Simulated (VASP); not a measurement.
# Al8As8H (a cell with a defect) in VASP: relaxation of the atoms with PBEsol

Aim: the relaxation of the atoms of Al8As8H (a cell with a defect) with PBEsol.

Everything below comes from runs of VASP 6.6.1. Logs are shortened: lines on timing, memory, paths and dates and some standing lists are left out, and cuts for length are marked.

### 1 The cell of the first run

The cell holds a defect, 17 atoms: a = 8.027 Å, b = 8.027 Å, c = 8.027 Å, α = 60.00°, β = 60.00°, γ = 60.00°.

### 2 Relaxation of the atoms, PBEsol (with an interstitial atom)

INCAR

```
SYSTEM = Al8As8H
PREC = Accurate
ENCUT = 520
EDIFF = 1E-6
ISMEAR = 0
SIGMA = 0.02
LREAL = Auto
LASPH = .True.
NELM = 100
ALGO = Normal
ISIF = 2
LWAVE = .False.
LCHARG = .False.
GGA = PS
IBRION = 2
NSW = 80
EDIFFG = -0.02
NELECT = 64.0
```

KPOINTS

```
Automatic mesh
0
Gamma
  2 2 2
  0 0 0
```

POSCAR

```
Al8As8H
1.0
    0.0000000000      5.6758016010     -5.6758016010
    5.6758016010      5.6758016010      0.0000000000
    5.6758016010      0.0000000000     -5.6758016010
Al As H
8 8 1
Direct
    0.5000000000      0.0000000000      0.5000000000
    0.5000000000      0.5000000000      0.5000000000
    0.0000000000      0.0000000000      0.5000000000
    0.0000000000      0.5000000000      0.5000000000
    0.5000000000      0.0000000000      0.0000000000
    0.5000000000      0.5000000000      0.0000000000
    0.0000000000      0.0000000000      0.0000000000
    0.0000000000      0.5000000000      0.0000000000
    0.1250000000      0.1250000000      0.1250000000
    0.1250000000      0.6250000000      0.1250000000
    0.6250000000      0.1250000000      0.1250000000
    0.6250000000      0.6250000000      0.1250000000
    0.1250000000      0.1250000000      0.6250000000
    0.1250000000      0.6250000000      0.6250000000
    0.6250000000      0.1250000000      0.6250000000
    0.6250000000      0.6250000000      0.6250000000
    0.7648702549      0.7559319604      0.7458311246
```

Potentials or basis: VASP PAW PBE potentials, release 64 (Al, As, H).

Run with:

```console
$ cat potpaw_PBE.64/Al/POTCAR potpaw_PBE.64/As/POTCAR potpaw_PBE.64/H/POTCAR > POTCAR
$ mpirun -np 1 vasp_std > vasp.out
```

OUTCAR:

```text
SYSTEM = Al8As8H
   PREC = Accurate
   ENCUT = 520
   EDIFF = 1E-6
   ISMEAR = 0
   LREAL = Auto
   LASPH = .True.
   NELM = 100
   ISIF = 2
   GGA = PS
   IBRION = 2
   NSW = 80
   EDIFFG = -0.02
   NELECT = 64.0

 ion  position               nearest neighbor table
   1  0.500  0.000  0.500-  11 2.46  13 2.46  15 2.46  16 2.46
   2  0.500  0.500  0.500-  12 2.46  14 2.46  15 2.46  16 2.46
   3  0.000  0.000  0.500-   9 2.46  13 2.46  14 2.46  15 2.46
   4  0.000  0.500  0.500-  10 2.46  13 2.46  14 2.46  16 2.46
   5  0.500  0.000  0.000-   9 2.46  11 2.46  12 2.46  15 2.46
   6  0.500  0.500  0.000-  10 2.46  11 2.46  12 2.46  16 2.46
[... 8 lines left out ...]
  15  0.625  0.125  0.625-   1 2.46   2 2.46   3 2.46   5 2.46
  16  0.625  0.625  0.625-   1 2.46   2 2.46   4 2.46   6 2.46
  17  0.765  0.756  0.746-

  LATTYP: Found a face centered cubic cell.
 ALAT       =    11.3516032020

  Lattice vectors:

 A1 = (   0.0000000000,   5.6758016010,  -5.6758016010)
 A2 = (   5.6758016010,   5.6758016010,   0.0000000000)
 A3 = (   5.6758016010,   0.0000000000,  -5.6758016010)

Analysis of symmetry for initial positions (statically):
=====================================================================
 Subroutine PRICEL returns:
 Original cell was already a primitive cell.

 Routine SETGRP: Setting up the symmetry group for a
 face centered cubic supercell.

 Subroutine GETGRP returns: Found  1 space group operations
 (whereof  1 operations were pure point group operations)
 out of a pool of 48 trial point group operations.

The static configuration has the point symmetry C_1 .

Analysis of symmetry for dynamics (positions and initial velocities):
=====================================================================
 Subroutine PRICEL returns:
 Original cell was already a primitive cell.

 Routine SETGRP: Setting up the symmetry group for a
 face centered cubic supercell.

 Subroutine GETGRP returns: Found  1 space group operations
 (whereof  1 operations were pure point group operations)
 out of a pool of 48 trial point group operations.

The dynamic configuration has the point symmetry C_1 .

 Subroutine INISYM returns: Found  1 space group operations
 (whereof  1 operations are pure point group operations),
 and found     1 'primitive' translations

----------------------------------------------------------------------------------------

                                     Primitive cell

  volume of cell :     365.6888

  direct lattice vectors                    reciprocal lattice vectors
     0.000000000  5.675801601 -5.675801601    -0.088093284  0.088093284 -0.088093284
     5.675801601  5.675801601  0.000000000     0.088093284  0.088093284  0.088093284
     5.675801601  0.000000000 -5.675801601     0.088093284 -0.088093284 -0.088093284

  length of vectors
     8.026795601  8.026795601  8.026795601     0.152582043  0.152582043  0.152582043

  position of ions in fractional coordinates (direct lattice)
     0.500000000  0.000000000  0.500000000
     0.500000000  0.500000000  0.500000000
     0.000000000  0.000000000  0.500000000
     0.000000000  0.500000000  0.500000000
     0.500000000  0.000000000  0.000000000
     0.500000000  0.500000000  0.000000000
[... 9 lines left out ...]
     0.625000000  0.625000000  0.625000000
     0.764870255  0.755931960  0.745831125

  ion indices of the primitive-cell ions
   primitive index   ion index
                 1           1
                 2           2
                 3           3
                 4           4
                 5           5
                 6           6
[... 9 lines left out ...]
                16          16
                17          17

----------------------------------------------------------------------------------------

 KPOINTS: Automatic mesh

Automatic generation of k-mesh.
 Grid dimensions read from file:
 generate k-points for:    2    2    2

 Generating k-lattice:

  Cartesian coordinates                     Fractional coordinates (reciprocal lattice)
    -0.044046642  0.044046642 -0.044046642     0.500000000  0.000000000  0.000000000
     0.044046642  0.044046642  0.044046642     0.000000000  0.500000000  0.000000000
     0.044046642 -0.044046642 -0.044046642     0.000000000  0.000000000  0.500000000

  Length of vectors
     0.076291021  0.076291021  0.076291021

  Shift w.r.t. Gamma in fractional coordinates (k-lattice)
     0.000000000  0.000000000  0.000000000

 Subroutine IBZKPT returns following result:
 ===========================================

 Found      8 irreducible k-points:

 Following reciprocal coordinates:
            Coordinates               Weight
  0.000000  0.000000  0.000000      1.000000
  0.500000  0.000000  0.000000      1.000000
  0.000000  0.500000  0.000000      1.000000
  0.000000  0.000000  0.500000      1.000000
  0.500000  0.500000  0.500000      1.000000
  0.500000  0.500000  0.000000      1.000000
  0.000000  0.500000  0.500000      1.000000
  0.500000  0.000000  0.500000      1.000000
   k-points           NKPTS =      8   k-points in BZ     NKDIM =      8   number of bands    NBANDS=     41
   number of dos      NEDOS =    301   number of ions     NIONS =     17
   total plane-waves  NPLWV = 216000
   dimension x,y,z NGX =    60 NGY =   60 NGZ =   60
   dimension x,y,z NGXF=   120 NGYF=  120 NGZF=  120
   ions per type =               8   8   1
   NGX,Y,Z   is equivalent  to a cutoff of  12.43, 12.43, 12.43 a.u.
   NGXF,Y,Z  is equivalent  to a cutoff of  24.85, 24.85, 24.85 a.u.
 SYSTEM =  Al8As8H
   PREC   = accura    normal or accurate (medium, high low for compatibility)
   ISTART =      0    job   : 0-new  1-cont  2-samecut
   ICHARG =      2    charge: 1-file 2-atom 10-const
   ISPIN  =      1    spin polarized calculation?
   LNONCOLLINEAR =      F non collinear calculations
   LSORBIT =      F    spin-orbit coupling
   LASPH  =      T    aspherical Exc in radial PAW
   ENCUT  =  520.0 eV  38.22 Ry    6.18 a.u.  14.92 14.92 14.92*2*pi/ulx,y,z
   NELM   =    100;   NELMIN=  2; NELMDL= -5     # of ELM steps
   EDIFF  = 0.1E-05   stopping-criterion for ELM
   LREAL  =      T    real-space projection
   EDIFFG = -.2E-01   stopping-criterion for IOM
   NSW    =     80    number of steps for IOM
   IBRION =      2    ionic relax: 0-MD 1-quasi-New 2-CG
   NFREE  =      1    steps in history (QN), initial steepest desc. (CG)
   ISIF   =      2    stress and relaxation
   ISYM   =      2    0-nonsym 1-usesym 2-fastsym
   POTIM  = 0.5000    time-step for ionic-motion
   TEBEG  =    0.0;   TEEND  =   0.0 temperature during run
   PSTRESS=    0.0 pullay stress
   NELECT =      64.0000    total number of electrons
   NUPDOWN=      -1.0000    fix difference up-down
   EMIN   =  10.00;   EMAX   =-10.00  energy-range for DOS
   EFERMI =   0.00;   METHOD = LEGACY
   ISMEAR =     0;   SIGMA  =   0.02  broadening in eV -4-tet -1-fermi 0-gaus
   EFERMI_NEDOS =   21; number of points for ismear=-14 and -15
   IALGO  =     38    algorithm
   IMIX   =      4    mixing-type and parameters
     AMIX     =   0.40;   BMIX     =  1.00
     AMIX_MAG =   1.60;   BMIX_MAG =  1.00
  volume/ion in A,a.u.               =      21.51       145.16
  Fermi-wavevector in a.u.,A,eV,Ry     =   0.915723  1.730466 11.409155  0.838549
  Thomas-Fermi vector in A             =   2.040497
   LORBIT       =      0    0 simple, 1 ext, 2 COOP (PROOUT), +10 PAW based schemes
   GGA     = PS    functional components
   LHFCALC =     F    Hartree Fock is set to
   AEXX    =    0.0000 exact exchange contribution
   IVDW    =     0    specifies the selected vdW correction
   LEPSILON=     F    determine dielectric tensor
   LRPA    =     F    only Hartree local field effects (RPA)
 conjugate gradient relaxation of ions
 non-spin polarized calculation
 Gauss-broadening in eV      SIGMA  =   0.02
  energy-cutoff  :      520.00
  volume of cell :      365.69
 maximum number of plane-waves:      9864
 NGX is ok and might be reduce to    60
   NGX = 29   NGY = 29   NGZ = 29

--------------------------------------- Ionic step        1  -------------------------------------------

 number of electron      63.9999996 magnetization

 Free energy of the ion-electron system (eV)
  ---------------------------------------------------
  ext. energy  EPLUGINS =         0.00000000
  ---------------------------------------------------
  free energy    TOTEN  =       -84.81367336 eV

  energy without entropy =      -84.80966258  energy(sigma->0) =      -84.81166797

------------------------ aborting loop because EDIFF is reached ----------------------------------------

  FORCE on cell =-STRESS in cart. coord.  units (eV):
  Direction    XX          YY          ZZ          XY          YZ          ZX
  --------------------------------------------------------------------------------------
  -------------------------------------------------------------------------------------
  Total       -6.6539163     -6.7294389     -6.6875598     -0.0196672      0.0689492     -0.0174417
  in kB      -29.1525335    -29.4834175    -29.2999343     -0.0861672      0.3020841     -0.0764167
  external PRESSURE =     -29.3119618 kB  Pullay stress =       0.0000000 kB
[... 134 lines left out ...]
  FREE ENERGIE OF THE ION-ELECTRON SYSTEM (eV)
  ---------------------------------------------------
  free  energy   TOTEN  =       -84.9354176310 eV

  energy  without entropy=      -84.9318901123  energy(sigma->0) =      -84.93365387

[... ionic steps 4 to 55 ...]

--------------------------------------- Ionic step       56  -------------------------------------------

 number of electron      64.0000000 magnetization

------------------------ aborting loop because EDIFF is reached ----------------------------------------

  FORCE on cell =-STRESS in cart. coord.  units (eV):
  Direction    XX          YY          ZZ          XY          YZ          ZX
  --------------------------------------------------------------------------------------
  -------------------------------------------------------------------------------------
  Total       -4.3443224     -3.3372867     -3.9099117      0.5844843      0.6514387     -0.4757076
  in kB      -19.0336032    -14.6215189    -17.1303374      2.5607771      2.8541221     -2.0841984
  external PRESSURE =     -16.9284865 kB  Pullay stress =       0.0000000 kB
[... 87 lines left out ...]
  energy  without entropy=      -86.1474065173  energy(sigma->0) =      -86.14740652

--------------------------------------- Ionic step       58  -------------------------------------------

 number of electron      64.0000000 magnetization

 Free energy of the ion-electron system (eV)
  ---------------------------------------------------
  ext. energy  EPLUGINS =         0.00000000
  ---------------------------------------------------
  free energy    TOTEN  =       -86.14750949 eV

  energy without entropy =      -86.14750949  energy(sigma->0) =      -86.14750949

 E-fermi :   3.8594     XC(G=0):  -9.1304

 val. band max:        3.7473060476   @ k =   0.0000   0.0000   0.0000
 cond. band min:       4.6146270705   @ k =   0.0000   0.0000   0.0000
 fundamental gap:      0.8673210228
 Fermi energy:         3.8593627873

 k-point     1 :       0.0000    0.0000    0.0000
  band No.  band energies     occupation
      1      -8.2491      2.00000
      2      -7.2053      2.00000
      3      -6.6490      2.00000
      4      -6.6290      2.00000
      5      -6.6138      2.00000
      6      -6.2045      2.00000
[... 385 lines left out ...]
  FREE ENERGIE OF THE ION-ELECTRON SYSTEM (eV)
  ---------------------------------------------------
  free  energy   TOTEN  =       -86.1475094918 eV

  energy  without entropy=      -86.1475094918  energy(sigma->0) =      -86.14750949

 reached required accuracy - stopping structural energy minimisation
```

Run time: 2.1 h. Hardware: 1 thread of Oxide Virtual Turin-like, shared host; peak memory 0.53 GiB.

Results:

```
Free energy                  : -86.1475 eV
Energy gained by relaxing    : 78.5 meV/atom
Ionic steps                  : 58
Largest force after relaxing : 0.018 eV/Å
```

Forces on the atoms (eV/Å):
```
Al  -0.005 -0.002 -0.006
Al   0.008 -0.006  0.009
Al   0.003  0.010  0.003
Al  -0.001 -0.001 -0.001
Al  -0.005  0.004  0.000
Al   0.000 -0.004  0.000
Al   0.006  0.002  0.003
Al   0.003 -0.005 -0.004
As  -0.001 -0.003 -0.007
As   0.006  0.004  0.004
As  -0.001 -0.002 -0.002
As   0.000 -0.006  0.003
As   0.001  0.002 -0.003
As   0.002 -0.004 -0.004
As   0.004  0.010  0.003
As  -0.003 -0.003  0.000
H   -0.017  0.005  0.002
```

Step by step:
```csv
step,energy change (eV),largest force (eV/Å),pressure (GPa)
1,0.0000,0.6170,-2.93
3,-0.1217,0.6669,-2.81
5,-0.3731,1.2020,-2.62
7,-0.4475,1.3036,-2.44
9,-0.4660,1.3321,-2.24
11,-0.5011,1.4712,-2.03
13,-0.6035,1.2106,-2.05
15,-0.8331,0.6026,-1.98
17,-0.8572,0.6019,-1.98
19,-0.8968,0.7240,-2.12
21,-0.9295,0.4151,-2.08
23,-0.9595,0.4609,-2.03
25,-1.0092,0.2752,-2.15
27,-1.0491,0.5995,-2.25
29,-1.0648,1.2588,-2.01
31,-1.1569,0.6818,-2.09
33,-1.2278,0.3569,-2.04
35,-1.2640,0.3029,-2.02
37,-1.2859,0.1931,-1.95
39,-1.3066,0.3953,-1.92
41,-1.3243,0.1533,-1.79
43,-1.3290,0.0579,-1.77
45,-1.3301,0.0492,-1.77
47,-1.3313,0.0674,-1.74
49,-1.3324,0.0497,-1.73
51,-1.3325,0.0719,-1.73
53,-1.3334,0.0356,-1.70
55,-1.3334,0.0382,-1.70
57,-1.3337,0.0211,-1.69
58,-1.3338,0.0182,-1.69
```

Final structure:
```xyz
17
Lattice="0.0000 5.6758 -5.6758 5.6758 5.6758 0.0000 5.6758 0.0000 -5.6758" Properties=species:S:1:pos:R:3 pbc="T T T"
Al    2.8624    2.8228   -5.6161
Al    5.7480    5.7509   -5.6157
Al    3.0584    5.7840   -8.2787
Al    5.6305    8.3476   -8.4309
Al    5.6945    8.4876   -2.8327
Al    2.8737    5.6068   -2.8011
Al    5.6700   11.1851   -5.6407
Al    2.8467    8.3047   -5.7586
As    1.3259    1.2743   -1.4388
As    4.2384    4.1390   -1.3959
As    1.4547    4.2086   -4.2046
As    4.2608    7.0610   -4.2037
As    4.2698    1.3224   -4.2810
As    6.9563    3.9452   -4.3921
As    4.3789    4.2100   -6.9670
As    7.1880    7.0695   -7.0595
H     8.1763    9.9250   -9.1185
```

Levels at points of the mesh, in eV from the Fermi level:
| k point | band 29 | band 30 | band 31 | band 32 | band 33 | band 34 | band 35 | band 36 |
| --- | --- | --- | --- | --- | --- | --- | --- | --- |
| (0.00, 0.00, 0.00) | -0.78 | -0.20 | -0.13 | -0.11 | 0.76 | 1.07 | 1.45 | 1.48 |
| (0.50, 0.00, 0.00) | -0.74 | -0.69 | -0.53 | -0.49 | 1.76 | 2.20 | 2.36 | 2.42 |
| (0.00, 0.50, 0.00) | -0.62 | -0.60 | -0.60 | -0.54 | 1.78 | 2.21 | 2.32 | 2.41 |
| (0.00, 0.00, 0.50) | -0.81 | -0.67 | -0.54 | -0.50 | 1.32 | 2.01 | 2.38 | 2.46 |
| (0.50, 0.50, 0.50) | -0.82 | -0.67 | -0.54 | -0.50 | 1.49 | 2.03 | 2.39 | 2.42 |
| (0.50, 0.50, 0.00) | -1.09 | -1.06 | -1.00 | -0.85 | 1.62 | 2.45 | 2.78 | 3.09 |
| (0.00, 0.50, 0.50) | -1.07 | -1.06 | -1.00 | -0.79 | 2.23 | 2.46 | 2.96 | 3.14 |
| (0.50, 0.00, 0.50) | -1.09 | -1.06 | -1.00 | -0.81 | 2.15 | 2.47 | 2.96 | 3.12 |

Caveat: the k points lie up to 0.48 Å⁻¹ apart; the cell carries a net charge on a neutralising background, which shifts energy and pressure; the cell differs from its parent crystal (with an interstitial atom); the cell is charged against a uniform background, so pressure and absolute levels hang on convention; the PAW data sets were made with another functional, which shifts forces and pressure a little.
